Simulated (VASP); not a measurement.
Wanted: the native input for a VASP 6.6.1 run.

```yaml
Task: single point
Functional: LDA
Potentials_or_basis: VASP PAW LDA potentials, release 64 (Li_sv, F)
Cutoff: 520 eV
k_mesh: 4 × 4 × 8
Occupations: gaussian, width 0.02 eV
Spin: no spin polarisation
Dipole_correction: no
k_mesh_for_the_DOS: 6 × 6 × 12
Occupations_for_the_DOS: tetrahedron
Further_INCAR_settings: ALGO = Normal; EDIFF = 1e-06; NBANDS = 30
```

Crystal: LiF.

```
Li F
1.0
     5.38376    0.00000    0.00000
     0.00000    5.38376    0.00000
     0.00000    0.00000    2.82131
Li F
4 4
Direct
  0.66329 0.33671 0.25000
  0.33671 0.66329 0.75000
  0.16329 0.16329 0.00000
  0.83671 0.83671 0.50000
  0.83117 0.16883 0.75000
  0.16883 0.83117 0.25000
  0.33117 0.33117 0.50000
  0.66883 0.66883 0.00000
```

These files were run (other wordings do the same):

POSCAR

```
LiF
1.0
    5.3837565064      0.0000000000      0.0000000000
    0.0000000000      5.3837565064      0.0000000000
    0.0000000000      0.0000000000      2.8213127636
Li F
4 4
Direct
    0.6632934225      0.3367065775      0.2500000000
    0.3367065775      0.6632934225      0.7500000000
    0.1632934225      0.1632934225      0.0000000000
    0.8367065775      0.8367065775      0.5000000000
    0.8311704254      0.1688295746      0.7500000000
    0.1688295746      0.8311704254      0.2500000000
    0.3311704254      0.3311704254      0.5000000000
    0.6688295746      0.6688295746      0.0000000000
```

INCAR.step1

```
SYSTEM = LiF
PREC = Accurate
ENCUT = 520
EDIFF = 1E-6
ISMEAR = 0
SIGMA = 0.02
LREAL = .FALSE.
LASPH = .TRUE.
NELM = 80
ALGO = Normal
ISIF = 2
LWAVE = .FALSE.
LCHARG = .TRUE.
GGA = CA
NBANDS = 30
```

KPOINTS.step1

```
Automatic mesh
0
G
  4 4 8
  0 0 0
```

INCAR.step2

```
SYSTEM = LiF
PREC = Accurate
ENCUT = 520
EDIFF = 1E-6
ISMEAR = -5
SIGMA = 0.02
LREAL = .FALSE.
LASPH = .TRUE.
NELM = 80
ALGO = Normal
ISIF = 2
LWAVE = .FALSE.
LCHARG = .FALSE.
GGA = CA
LORBIT = 11
NBANDS = 30
NEDOS = 1001
ICHARG = 11
```

KPOINTS.step2

```
Automatic mesh
0
G
  6 6 12
  0 0 0
```

Potentials or basis: VASP PAW LDA potentials, release 64 (Li_sv, F).

The run is started by

```sh
$ cat potpaw_LDA.64/Li_sv/POTCAR potpaw_LDA.64/F/POTCAR > POTCAR
$ cp INCAR.step1 INCAR
$ cp KPOINTS.step1 KPOINTS
$ mpirun -np 1 vasp_std > vasp.out
$ cp INCAR.step2 INCAR
$ cp KPOINTS.step2 KPOINTS
$ mpirun -np 1 vasp_std > vasp.out
```

Results of the run:

The valence electrons inside the program's atomic spheres are Li 2.09; F 6.09.

Run time: 3.5 min on 1 thread of Intel Xeon 8259CL (shared host), peak memory 0.23 GiB.
